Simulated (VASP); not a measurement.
BP:

```
CELL_PARAMETERS angstrom
0.00000 2.22268 2.22268
2.22268 0.00000 2.22268
2.22268 2.22268 0.00000
ATOMIC_POSITIONS crystal
P 0.75000 0.75000 0.75000
B 0.00000 0.00000 0.00000
```

Base run:

```yaml
Program: VASP 6.6.1
Functional: r2SCAN
Potentials_or_basis: VASP PAW PBE potentials, release 64 (P, B)
Cutoff: 550 eV
k_mesh: 10 × 10 × 10
Occupations: fermi-dirac, width 0.05 eV
Spin: no spin polarisation
```

Its results: band gap on the k mesh 1.36 eV (least direct gap 3.74 eV); pressure 11.0 GPa.

**Question.** The run is repeated on the same cell with these changes: functional from r2SCAN to HF; cutoff from 550 eV to 520 eV; k mesh from 10 × 10 × 10 to 5 × 5 × 5. What comes out?

**Answer.** Band gap on the k mesh 8.03 eV (least direct gap 11.10 eV); pressure 16.9 GPa.

Several settings changed at once.

Caveats: some runs use coarse meshes; the PAW data sets were made with another functional, which shifts forces and pressure a little; the cell stands under pressure (at least some runs); an odd mesh through Γ misses points on the zone boundary, where band edges can lie (at least some runs).
